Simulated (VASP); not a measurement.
Input of a VASP 6.6.1 run:

INCAR

```
  ALGO = Normal
  EDIFF = 1E-6
  ENCUT = 520
  GGA = PE
  ISIF = 2
  ISMEAR = -1
  LASPH = T
  LCHARG = F
  LREAL = F
  LWAVE = F
  NBANDS = 13
  NELM = 60
  PREC = Accurate
  SIGMA = 0.1
```

Contents of KPOINTS:

```
k-points
0
Gamma
  16 16 16
```

POSCAR

```
Pb
1.0
    3.1160660799      0.0000000000      0.0000000000
    0.0000000000      3.1160660799      0.0000000000
    0.0000000000      0.0000000000      3.1160660799
Pb
1
Direct
    0.0000000000      0.0000000000      0.0000000000
```

Potentials or basis: VASP PAW PBE potentials, release 64 (Pb_d).

Launch:

```sh
$ cat potpaw_PBE.64/Pb_d/POTCAR > POTCAR
$ mpirun -np 1 vasp_std > vasp.out
```

(1) Predict the pressure.

(2) Predict the band gap on the k mesh.

Answers

(1) 6.2 GPa.

(2) zero (bands 7 and 8 overlap by 7.41 eV).

Caveat: the cell stands under pressure; spin-orbit coupling is left out, which moves the levels of the heavy elements.
